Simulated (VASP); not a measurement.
A run of VASP 6.6.1:

File INCAR:

```
SYSTEM = InAs
ALGO = Normal ; EDIFF = 1E-7
ENCUT = 520 ; GGA = CA
GGA_COMPAT = .FALSE. ; ISIF = 2
ISMEAR = -1 ; LASPH = .TRUE.
LCHARG = .FALSE. ; LNONCOLLINEAR = .TRUE.
LORBIT = 11 ; LORBMOM = .TRUE.
LREAL = .FALSE. ; LSORBIT = .TRUE.
LWAVE = .FALSE. ; MAGMOM = 0 0 0 0 0 0
NBANDS = 30 ; NELM = 150
PREC = Accurate ; SIGMA = 0.05
```

The input KPOINTS:

```
k-points
0
G
  6 6 6
  0 0 0
```

POSCAR

```
InAs
1.0
    0.0000000000      2.8773040000      2.8773040000
    2.8773040000      0.0000000000      2.8773040000
    2.8773040000      2.8773040000      0.0000000000
In As
1 1
Direct
    0.5000000000      0.5000000000      0.5000000000
    0.0000000000      0.0000000000      0.0000000000
```

Potentials or basis: VASP PAW LDA potentials, release 64 (In_d, As).

Launch:

```console
$ cat potpaw_LDA.64/In_d/POTCAR potpaw_LDA.64/As/POTCAR > POTCAR
$ mpirun -np 1 vasp_ncl > vasp.out
```

Hardware: 1 thread of Intel Xeon 6975P-C (shared host).

**Question.** How long does it take, and how much memory?

**Answer.** It took 110 s on 1 thread of Intel Xeon 6975P-C, on a shared host, peak memory 0.24 GiB. Counts: scf iterations 14, k points 16.
